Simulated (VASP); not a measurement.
# ZrB2 (P6/mmm) in VASP: further runs

Runs on ZrB2. Level: LDA. Tasks: single point.

Program: VASP 6.6.1. These are calculated values, not measurements. Logs are shortened: lines on timing, memory, paths and dates and some standing lists are left out, and cuts for length are marked.

### Step 1. The cell of the first run

Symmetry: P6/mmm, No. 191, hexagonal system. Conventional cell: a = 3.136 Å, b = 3.136 Å, c = 3.486 Å, α = 90.00°, β = 90.00°, γ = 120.00°. Zr (site symmetry 6/mmm) has 12 B at 2.51 Å and 6 Zr at 3.14 Å within 3.3 Å. Within 2.4 Å of B (site symmetry -6m2) lie 3 B at 1.81 Å.

### Step 2. Single point, LDA

The input, INCAR:

```
PREC = Accurate ; ENCUT = 520
EDIFF = 1E-6 ; ISMEAR = 0
SIGMA = 0.1 ; LREAL = False
LASPH = True ; NELM = 80
ALGO = Normal ; ISIF = 2
LWAVE = False ; LCHARG = False
GGA = CA ; NBANDS = 16
```

The input, KPOINTS:

```
regular mesh
0
Gamma
  9 9 6
```

The input, POSCAR:

```
ZrB2
1.0
    3.1356928512      0.0000000000      0.0000000000
   -1.5678464256      2.7155896676      0.0000000000
    0.0000000000      0.0000000000      3.4863225682
Zr B
1 2
Direct
    0.0000000000      0.0000000000      0.0000000000
    0.3333333333      0.6666666667      0.5000000000
    0.6666666667      0.3333333333      0.5000000000
```

Potentials or basis: VASP PAW LDA potentials, release 64 (Zr_sv, B).

The run is started by

```
$ cat potpaw_LDA.64/Zr_sv/POTCAR potpaw_LDA.64/B/POTCAR > POTCAR
$ mpirun -np 1 vasp_std > vasp.out
```

OUTCAR:

```text
PREC = Accurate
   ENCUT = 520
   EDIFF = 1E-6
   ISMEAR = 0
   LREAL = False
   LASPH = True
   NELM = 80
   ISIF = 2
   GGA = CA

 ion  position               nearest neighbor table
   1  0.000  0.000  0.000-   2 2.51   3 2.51   2 2.51   3 2.51   2 2.51   2 2.51   3 2.51   3 2.51
                             3 2.51   3 2.51   2 2.51   2 2.51
   2  0.333  0.667  0.500-   3 1.81   3 1.81   3 1.81   1 2.51   1 2.51   1 2.51   1 2.51   1 2.51
                             1 2.51
   3  0.667  0.333  0.500-   2 1.81   2 1.81   2 1.81   1 2.51   1 2.51   1 2.51   1 2.51   1 2.51
                             1 2.51

  LATTYP: Found a hexagonal cell.
 ALAT       =     3.1356928512
 C/A-ratio  =     1.1118188973

  Lattice vectors:

 A1 = (   3.1356928512,   0.0000000000,   0.0000000000)
 A2 = (  -1.5678464256,   2.7155896676,   0.0000000000)
 A3 = (   0.0000000000,   0.0000000000,   3.4863225682)

Analysis of symmetry for initial positions (statically):
=====================================================================
 Subroutine PRICEL returns:
 Original cell was already a primitive cell.

 Routine SETGRP: Setting up the symmetry group for a
 hexagonal supercell.

 Subroutine GETGRP returns: Found 24 space group operations
 (whereof 24 operations were pure point group operations)
 out of a pool of 24 trial point group operations.

The static configuration has the point symmetry D_6h.

Analysis of symmetry for dynamics (positions and initial velocities):
=====================================================================
 Subroutine PRICEL returns:
 Original cell was already a primitive cell.

 Routine SETGRP: Setting up the symmetry group for a
 hexagonal supercell.

 Subroutine GETGRP returns: Found 24 space group operations
 (whereof 24 operations were pure point group operations)
 out of a pool of 24 trial point group operations.

The dynamic configuration has the point symmetry D_6h.

 Subroutine INISYM returns: Found 24 space group operations
 (whereof 24 operations are pure point group operations),
 and found     1 'primitive' translations

----------------------------------------------------------------------------------------

                                     Primitive cell

  volume of cell :      29.6869

  direct lattice vectors                    reciprocal lattice vectors
     3.135692851  0.000000000  0.000000000     0.318908786  0.184122073  0.000000000
    -1.567846426  2.715589668  0.000000000     0.000000000  0.368244147  0.000000000
     0.000000000  0.000000000  3.486322568     0.000000000  0.000000000  0.286835191

  length of vectors
     3.135692851  3.135692851  3.486322568     0.368244147  0.368244147  0.286835191

  position of ions in fractional coordinates (direct lattice)
     0.000000000  0.000000000  0.000000000
     0.333333333  0.666666667  0.500000000
     0.666666667  0.333333333  0.500000000

  ion indices of the primitive-cell ions
   primitive index   ion index
                 1           1
                 2           2
                 3           3

----------------------------------------------------------------------------------------

 KPOINTS: regular mesh

Automatic generation of k-mesh.
 Grid dimensions read from file:
 generate k-points for:    9    9    6

 Generating k-lattice:

  Cartesian coordinates                     Fractional coordinates (reciprocal lattice)
     0.035434310  0.020458008  0.000000000     0.111111111 -0.000000000  0.000000000
     0.000000000  0.040916016  0.000000000     0.000000000  0.111111111  0.000000000
     0.000000000  0.000000000  0.047805865     0.000000000  0.000000000  0.166666667

  Length of vectors
     0.040916016  0.040916016  0.047805865

  Shift w.r.t. Gamma in fractional coordinates (k-lattice)
     0.000000000  0.000000000  0.000000000

 Subroutine IBZKPT returns following result:
 ===========================================

 Found     48 irreducible k-points:

 Following reciprocal coordinates:
            Coordinates               Weight
  0.000000  0.000000  0.000000      1.000000
  0.111111 -0.000000  0.000000      6.000000
  0.222222 -0.000000  0.000000      6.000000
  0.333333  0.000000  0.000000      6.000000
  0.444444 -0.000000  0.000000      6.000000
  0.111111  0.111111  0.000000      6.000000
[... 16 lines left out ...]
  0.333333  0.222222  0.166667     24.000000
  0.333333  0.333333  0.166667      4.000000
 [... further k-points ...]
   k-points           NKPTS =     48   k-points in BZ     NKDIM =     48   number of bands    NBANDS=     16
   number of dos      NEDOS =    301   number of ions     NIONS =      3
   total plane-waves  NPLWV =  16128
   dimension x,y,z NGX =    24 NGY =   24 NGZ =   28
   dimension x,y,z NGXF=    48 NGYF=   48 NGZF=   56
   ions per type =               1   2
   NGX,Y,Z   is equivalent  to a cutoff of  12.72, 12.72, 13.35 a.u.
   NGXF,Y,Z  is equivalent  to a cutoff of  25.45, 25.45, 26.70 a.u.
 SYSTEM =  unknown system
   PREC   = accura    normal or accurate (medium, high low for compatibility)
   ISTART =      0    job   : 0-new  1-cont  2-samecut
   ICHARG =      2    charge: 1-file 2-atom 10-const
   ISPIN  =      1    spin polarized calculation?
   LNONCOLLINEAR =      F non collinear calculations
   LSORBIT =      F    spin-orbit coupling
   LASPH  =      T    aspherical Exc in radial PAW
   ENCUT  =  520.0 eV  38.22 Ry    6.18 a.u.   5.83  5.83  6.48*2*pi/ulx,y,z
   NELM   =     80;   NELMIN=  2; NELMDL= -5     # of ELM steps
   EDIFF  = 0.1E-05   stopping-criterion for ELM
   LREAL  =      F    real-space projection
[... 7 lines left out ...]
   TEBEG  =    0.0;   TEEND  =   0.0 temperature during run
   PSTRESS=    0.0 pullay stress
   NELECT =      18.0000    total number of electrons
   NUPDOWN=      -1.0000    fix difference up-down
   EMIN   =  10.00;   EMAX   =-10.00  energy-range for DOS
   EFERMI =   0.00;   METHOD = LEGACY
   ISMEAR =     0;   SIGMA  =   0.10  broadening in eV -4-tet -1-fermi 0-gaus
   EFERMI_NEDOS =   21; number of points for ismear=-14 and -15
   IALGO  =     38    algorithm
   IMIX   =      4    mixing-type and parameters
     AMIX     =   0.40;   BMIX     =  1.00
     AMIX_MAG =   1.60;   BMIX_MAG =  1.00
  volume/ion in A,a.u.               =       9.90        66.78
  Fermi-wavevector in a.u.,A,eV,Ry     =   1.385619  2.618441 26.122381  1.919941
  Thomas-Fermi vector in A             =   2.510012
   LORBIT       =      0    0 simple, 1 ext, 2 COOP (PROOUT), +10 PAW based schemes
   GGA     = CA    functional components
   LHFCALC =     F    Hartree Fock is set to
   AEXX    =    0.0000 exact exchange contribution
   IVDW    =     0    specifies the selected vdW correction
   LEPSILON=     F    determine dielectric tensor
   LRPA    =     F    only Hartree local field effects (RPA)
 non-spin polarized calculation
 Gauss-broadening in eV      SIGMA  =   0.10
  energy-cutoff  :      520.00
  volume of cell :       29.69
 maximum number of plane-waves:       816
 NGX is ok and might be reduce to    24
   NGX = 11   NGY = 11   NGZ = 13

 number of electron      18.0000000 magnetization

 Free energy of the ion-electron system (eV)
  ---------------------------------------------------
  ext. energy  EPLUGINS =         0.00000000
  ---------------------------------------------------
  free energy    TOTEN  =       -27.47421990 eV

  energy without entropy =      -27.47207848  energy(sigma->0) =      -27.47314919

 E-fermi :  10.8767     XC(G=0): -12.7502

 val. band max:       10.8140509346   @ k =   0.2222   0.2222   0.0000
 cond. band min:      10.9843876802   @ k =   0.3333   0.2222   0.0000
 fundamental gap:      0.1703367456
 Fermi energy:        10.8766670057

 k-point     1 :       0.0000    0.0000    0.0000
  band No.  band energies     occupation
      1     -37.3674      2.00000
      2     -15.7332      2.00000
      3     -15.1145      2.00000
      4     -15.1145      2.00000
      5      -1.8597      2.00000
      6       8.1465      2.00000
[... 8 lines left out ...]
     15      16.1345      0.00000
     16      16.1345      0.00000

 k-point     2 :       0.1111   -0.0000    0.0000
  band No.  band energies     occupation
      1     -37.3515      2.00000
      2     -15.7101      2.00000
      3     -15.2488      2.00000
      4     -15.1435      2.00000
      5      -1.6067      2.00000
      6       7.4822      2.00000
[... 8 lines left out ...]
     15      17.0919      0.00000
     16      17.5702      0.00000

 k-point     3 :       0.2222   -0.0000    0.0000
  band No.  band energies     occupation
      1     -37.3111      2.00000
      2     -15.6512      2.00000
      3     -15.5758      2.00000
      4     -15.2162      2.00000
      5      -0.9019      2.00000
      6       6.0683      2.00000
[... 8 lines left out ...]
     15      17.9544      0.00000
     16      19.3346      0.00000

 k-point     4 :       0.3333    0.0000    0.0000
  band No.  band energies     occupation
      1     -37.2647      2.00000
      2     -15.9280      2.00000
      3     -15.5832      2.00000
      4     -15.2974      2.00000
      5       0.1399      2.00000
      6       4.5018      2.00000
[... 8 lines left out ...]
     15      19.4333      0.00000
     16      21.2425      0.00000

 k-point     5 :       0.4444   -0.0000    0.0000
  band No.  band energies     occupation
      1     -37.2341      2.00000
      2     -16.1481      2.00000
      3     -15.5383      2.00000
      4     -15.3496      2.00000
      5       1.3859      2.00000
      6       2.9965      2.00000
[... 8 lines left out ...]
     15      19.5287      0.00000
     16      20.9725      0.00000

 k-point     6 :       0.1111    0.1111    0.0000
  band No.  band energies     occupation
      1     -37.3234      2.00000
      2     -15.6691      2.00000
      3     -15.4668      2.00000
      4     -15.2069      2.00000
      5      -1.1274      2.00000
      6       6.5727      2.00000
[... 8 lines left out ...]
     15      17.7808      0.00000
     16      18.3983      0.00000

 k-point     7 :       0.2222    0.1111    0.0000
  band No.  band energies     occupation
      1     -37.2799      2.00000
      2     -15.7776      2.00000
      3     -15.6056      2.00000
      4     -15.3124      2.00000
      5      -0.2503      2.00000
      6       5.2791      2.00000
[... 8 lines left out ...]
     15      18.1615      0.00000
     16      20.1889      0.00000

 k-point     8 :       0.3333    0.1111    0.0000
  band No.  band energies     occupation
      1     -37.2413      2.00000
      2     -16.0381      2.00000
      3     -15.5490      2.00000
      4     -15.4047      2.00000
      5       0.9144      2.00000
      6       3.8268      2.00000
[... 8 lines left out ...]
     15      19.9794      0.00000
     16      20.6276      0.00000

 k-point     9 :       0.4444    0.1111    0.0000
  band No.  band energies     occupation
      1     -37.2259      2.00000
      2     -16.1382      2.00000
      3     -15.5265      2.00000
      4     -15.4408      2.00000
      5       2.0471      2.00000
      6       2.5901      2.00000
[... 8 lines left out ...]
     15      19.5168      0.00000
     16      21.0360      0.00000
[... 172 lines left out ...]
 k-point    19 :       0.2222    0.1111    0.1667
  band No.  band energies     occupation
      1     -37.2742      2.00000
      2     -15.7672      2.00000
      3     -15.6983      2.00000
      4     -15.3018      2.00000
      5      -0.0064      2.00000
      6       5.1982      2.00000
[... 8 lines left out ...]
     15      18.7849      0.00000
     16      20.3830      0.00000

 k-point    20 :       0.3333    0.1111    0.1667
  band No.  band energies     occupation
      1     -37.2357      2.00000
      2     -16.0209      2.00000
      3     -15.6399      2.00000
      4     -15.3929      2.00000
      5       1.0166      2.00000
      6       3.6681      2.00000
[... 8 lines left out ...]
     15      19.3098      0.00000
     16      21.6357      0.00000

 k-point    21 :       0.4444    0.1111    0.1667
  band No.  band energies     occupation
      1     -37.2204      2.00000
      2     -16.1199      2.00000
      3     -15.6152      2.00000
      4     -15.4285      2.00000
      5       2.0992      2.00000
      6       2.4104      2.00000
[... 8 lines left out ...]
     15      19.8022      0.00000
     16      21.5876      0.00000

 k-point    22 :       0.2222    0.2222    0.1667
  band No.  band energies     occupation
      1     -37.2386      2.00000
      2     -15.9261      2.00000
      3     -15.6443      2.00000
      4     -15.4709      2.00000
      5       0.8690      2.00000
      6       4.4252      2.00000
[... 8 lines left out ...]
     15      20.2364      0.00000
     16      21.2992      0.00000

 k-point    23 :       0.3333    0.2222    0.1667
  band No.  band energies     occupation
      1     -37.2152      2.00000
      2     -16.0011      2.00000
      3     -15.6118      2.00000
      4     -15.6049      2.00000
      5       1.9566      2.00000
      6       3.2798      2.00000
[... 8 lines left out ...]
     15      21.2558      0.00000
     16      21.5425      0.00000

 k-point    24 :       0.3333    0.3333    0.1667
  band No.  band energies     occupation
      1     -37.2070      2.00000
      2     -15.8456      2.00000
      3     -15.8456      2.00000
      4     -15.5935      2.00000
      5       2.8844      2.00000
      6       2.8844      2.00000
[... 8 lines left out ...]
     15      21.1492      0.00000
     16      22.5602      0.00000

 [... further k-points ...]
[... 5 lines left out ...]
  --------------------------------------------------------------------------------------
  -------------------------------------------------------------------------------------
  Total        0.0369544      0.0369544      0.0670668      0.0000000      0.0000000      0.0000000
  in kB        1.9943986      1.9943986      3.6195367      0.0000000      0.0000000      0.0000000
  external PRESSURE =       2.5361113 kB  Pullay stress =       0.0000000 kB

 VOLUME and BASIS-vectors are now :
 -----------------------------------------------------------------------------
  energy-cutoff  :      520.00
  volume of cell :       29.69
      direct lattice vectors                 reciprocal lattice vectors
     3.135692851  0.000000000  0.000000000     0.318908786  0.184122073  0.000000000
    -1.567846426  2.715589668  0.000000000     0.000000000  0.368244147  0.000000000
     0.000000000  0.000000000  3.486322568     0.000000000  0.000000000  0.286835191

 POSITION                                       TOTAL-FORCE (eV/Angst)
 -----------------------------------------------------------------------------------
      0.00000      0.00000      0.00000         0.000000      0.000000      0.000000
     -0.00000      1.81039      1.74316         0.000000      0.000000      0.000000
      1.56785      0.90520      1.74316        -0.000000     -0.000000      0.000000
 -----------------------------------------------------------------------------------
    total drift:                               -0.000000      0.000000      0.000000

  FREE ENERGIE OF THE ION-ELECTRON SYSTEM (eV)
  ---------------------------------------------------
  free  energy   TOTEN  =       -27.4742199034 eV

  energy  without entropy=      -27.4720784783  energy(sigma->0) =      -27.47314919
```

Wall time 18 s (1 thread of Intel Xeon Platinum 8488C (Sapphire Rapids), shared host); peak memory 0.14 GiB.

Results:

* Free energy: -27.4742 eV
* Pressure: 0.3 GPa
* Band gap on the k mesh: zero (bands 9 and 10 overlap by 0.81 eV)

Levels at points of the mesh, in eV from the Fermi level:
```csv
k point,band 7,band 8,band 9,band 10,band 11,band 12
"(0.00, 0.00, 0.00)",-2.73,-2.68,-2.27,3.52,3.52,4.33
"(0.00, 0.00, 0.50)",-1.00,-1.00,0.29,0.29,0.77,0.77
```

### Step 3. Single point, LDA

The input, INCAR:

```
ALGO = Normal
EDIFF = 1E-7
ENCUT = 520
GGA = CA
ISIF = 2
ISMEAR = 0
LASPH = T
LCHARG = F
LREAL = F
LWAVE = F
NBANDS = 16
NELM = 100
PREC = Accurate
SIGMA = 0.1
```

The input, KPOINTS:

```
k-points
0
Gamma
  15 15 10
```

The input, POSCAR:

```
ZrB2
1.0
    3.1336193989      0.0000000000      0.0000000000
   -1.5668096994      2.7137940052      0.0000000000
    0.0000000000      0.0000000000      3.4870609550
Zr B
1 2
Direct
    0.0000000000      0.0000000000      0.0000000000
    0.3333333333      0.6666666667      0.5000000000
    0.6666666667      0.3333333333      0.5000000000
```

Potentials or basis: VASP PAW LDA potentials, release 64 (Zr_sv, B).

The run is started by

```
$ cat potpaw_LDA.64/Zr_sv/POTCAR potpaw_LDA.64/B/POTCAR > POTCAR
$ mpirun -np 1 vasp_std > vasp.out
```

OUTCAR:

```text
EDIFF = 1E-7
   ENCUT = 520
   GGA = CA
   ISIF = 2
   ISMEAR = 0
   LASPH = T
   LREAL = F
   NELM = 100
   PREC = Accurate

 ion  position               nearest neighbor table
   1  0.000  0.000  0.000-   2 2.51   3 2.51   2 2.51   3 2.51   2 2.51   2 2.51   3 2.51   3 2.51
                             3 2.51   3 2.51   2 2.51   2 2.51
   2  0.333  0.667  0.500-   3 1.81   3 1.81   3 1.81   1 2.51   1 2.51   1 2.51   1 2.51   1 2.51
                             1 2.51
   3  0.667  0.333  0.500-   2 1.81   2 1.81   2 1.81   1 2.51   1 2.51   1 2.51   1 2.51   1 2.51
                             1 2.51

[... 649 lines left out ...]

 [... further k-points ...]
[... 5 lines left out ...]
  --------------------------------------------------------------------------------------
  -------------------------------------------------------------------------------------
  Total        0.0850604      0.0850604      0.0903774      0.0000000     -0.0000000      0.0000000
  in kB        4.5957406      4.5957406      4.8830097      0.0000000     -0.0000000      0.0000000
  external PRESSURE =       4.6914969 kB  Pullay stress =       0.0000000 kB

 VOLUME and BASIS-vectors are now :
 -----------------------------------------------------------------------------
  energy-cutoff  :      520.00
  volume of cell :       29.65
      direct lattice vectors                 reciprocal lattice vectors
     3.133619399  0.000000000  0.000000000     0.319119801  0.184243903  0.000000000
    -1.566809699  2.713794005  0.000000000     0.000000000  0.368487806  0.000000000
     0.000000000  0.000000000  3.487060955     0.000000000  0.000000000  0.286774454

 POSITION                                       TOTAL-FORCE (eV/Angst)
 -----------------------------------------------------------------------------------
      0.00000      0.00000      0.00000        -0.000000      0.000000      0.000000
     -0.00000      1.80920      1.74353        -0.000000     -0.000000      0.000000
      1.56681      0.90460      1.74353         0.000000      0.000000      0.000000
 -----------------------------------------------------------------------------------
    total drift:                               -0.000000      0.000000     -0.000000

  FREE ENERGIE OF THE ION-ELECTRON SYSTEM (eV)
  ---------------------------------------------------
  free  energy   TOTEN  =       -27.4843275184 eV

  energy  without entropy=      -27.4835884069  energy(sigma->0) =      -27.48395796
```

It took 42 s on 1 thread of Intel Xeon Platinum 8488C (Sapphire Rapids), shared host; peak memory 0.19 GiB.

What came out:

- Free energy: -27.4843 eV
- Pressure: 0.5 GPa
- Band gap on the k mesh: zero (bands 9 and 10 overlap by 0.89 eV)

[end of part 1 of 2]

The gap in the log of VASP goes by the Fermi energy; the results here count the filled bands.